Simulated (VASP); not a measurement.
Set up this calculation in VASP 6.6.1, as the native input.

```yaml
Task: electric field gradients
Functional: r2SCAN
Potentials_or_basis: VASP PAW PBE potentials, release 64 (Ta_pv, N)
Cutoff: 520 eV
k_mesh: 13 × 13 × 11
Occupations: fermi-dirac, width 0.05 eV
Spin: no spin polarisation
Dipole_correction: no
Further_INCAR_settings: ALGO = Normal; EDIFF = 1e-08; NBANDS = 15
```

Crystal: TaN.

```
Ta N
1.0
     2.93994    0.00000    0.00000
    -1.46997    2.54606    0.00000
     0.00000    0.00000    2.89018
Ta N
1 1
Cartesian
  0.0000 0.0000 1.4451
  1.4700 0.8487 0.0000
```

The input as run:

POSCAR

```
TaN
1.0
    2.9399421781      0.0000000000      0.0000000000
   -1.4699710891      2.5460646119      0.0000000000
    0.0000000000      0.0000000000      2.8901750800
Ta N
1 1
Direct
    0.0000000000      0.0000000000      0.5000000000
    0.6666666667      0.3333333333      0.0000000000
```

INCAR.step1

```
SYSTEM = TaN
PREC     = Accurate       ! precision mode
ENCUT    = 520            ! plane-wave cutoff, eV
ISMEAR   = -1             ! smearing method
SIGMA    = 0.05           ! smearing width, eV
LREAL    = .FALSE.        ! projectors in reciprocal space
LASPH    = .TRUE.         ! aspherical terms in the spheres
NELM     = 80             ! most SCF steps
NBANDS   = 15             ! bands
GGA      = PE             ! functional
ALGO     = Normal         ! electronic algorithm
EDIFF    = 1E-4           ! SCF threshold, eV
LWAVE    = .TRUE.         ! write WAVECAR
LCHARG   = .FALSE.        ! write CHGCAR
```

INCAR.step2

```
SYSTEM = TaN
PREC     = Accurate       ! precision mode
ENCUT    = 520            ! plane-wave cutoff, eV
EDIFF    = 1E-8           ! SCF threshold, eV
ISMEAR   = -1             ! smearing method
SIGMA    = 0.05           ! smearing width, eV
LREAL    = .FALSE.        ! projectors in reciprocal space
LASPH    = .TRUE.         ! aspherical terms in the spheres
NELM     = 80             ! most SCF steps
ALGO     = Normal         ! electronic algorithm
ISIF     = 2              ! what is computed and relaxed
LWAVE    = .FALSE.        ! write WAVECAR
LCHARG   = .FALSE.        ! write CHGCAR
METAGGA  = R2SCAN         ! meta-GGA
LMIXTAU  = .TRUE.       
LEFG     = .TRUE.       
NBANDS   = 15             ! bands
ISTART   = 1
```

KPOINTS

```
regular mesh
0
G
  13 13 11
  0 0 0
```

Potentials or basis: VASP PAW PBE potentials, release 64 (Ta_pv, N).

Launch:

```sh
$ cat potpaw_PBE.64/Ta_pv/POTCAR potpaw_PBE.64/N/POTCAR > POTCAR
$ cp INCAR.step1 INCAR
$ mpirun -np 1 vasp_std > vasp.out
$ cp INCAR.step2 INCAR
$ mpirun -np 1 vasp_std > vasp.out
```

Results of the run:

| Item | Value |
| --- | --- |
| Pressure | 0.0 GPa |
| Band gap on the k mesh | zero (band 8 reaches 8.32 eV, above the bottom of band 9 at 8.11 eV) |

Caveat: without QUAD_EFG the Cq values of the log hold for a quadrupole moment of 1 mb, not for the nuclei; the PAW data sets were made with another functional, which shifts forces and pressure a little; spin-orbit coupling is left out, which moves the levels of the heavy elements.

Run time: 100 s on 1 thread of Intel Xeon 6975P-C, with other jobs on the host, peak memory 0.18 GiB.
